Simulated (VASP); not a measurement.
Set up this calculation in VASP 6.6.1, as the native input.

```
Task                   : single point
Functional             : PBEsol
Potentials or basis    : VASP PAW PBE potentials, release 64 (Zn)
Cutoff                 : 520 eV
k mesh                 : 24 × 24 × 10
Occupations            : gaussian, width 0.15 eV
Spin                   : no spin polarisation
Dipole correction      : no
Further INCAR settings : ALGO = Fast; EDIFF = 1e-06; NBANDS = 19
```

The structure of Zn lies in POSCAR:

```
Zn
1.0
    2.5848541116      0.0000000000      0.0000000000
   -1.2924270558      2.2385493257      0.0000000000
    0.0000000000      0.0000000000      4.9467000000
Zn
2
Direct
    0.3333333333      0.6666666667      0.2500000000
    0.6666666667      0.3333333333      0.7500000000
```

This cell differs from its parent crystal: strain -0.030 along x and y, +0.000 along z.

These files were run (other wordings do the same):

INCAR

```
  PREC = Accurate
  ENCUT = 520
  EDIFF = 1E-6
  ISMEAR = 0
  SIGMA = 0.15
  LREAL = False
  LASPH = True
  NELM = 80
  ALGO = Fast
  ISIF = 2
  LWAVE = False
  LCHARG = False
  GGA = PS
  NBANDS = 19
```

KPOINTS

```
Automatic mesh
0
Gamma
  24 24 10
```

Potentials or basis: VASP PAW PBE potentials, release 64 (Zn).

The run is started by

```bash
$ cat potpaw_PBE.64/Zn/POTCAR > POTCAR
$ mpirun -np 1 vasp_std > vasp.out
```

Results of the run:

The pressure is 1.0 GPa. The band gap on the k mesh is zero (bands 12 and 13 overlap by 4.88 eV).

Caveat: the cell differs from its parent crystal (strain -0.030 along x and y, +0.000 along z); the PAW data sets were made with another functional, which shifts forces and pressure a little.

Wall time 2 min on 1 thread of Intel(R) Xeon(R) Platinum 8488C (Sapphire Rapids), with other jobs on the host, peak memory 0.26 GiB.
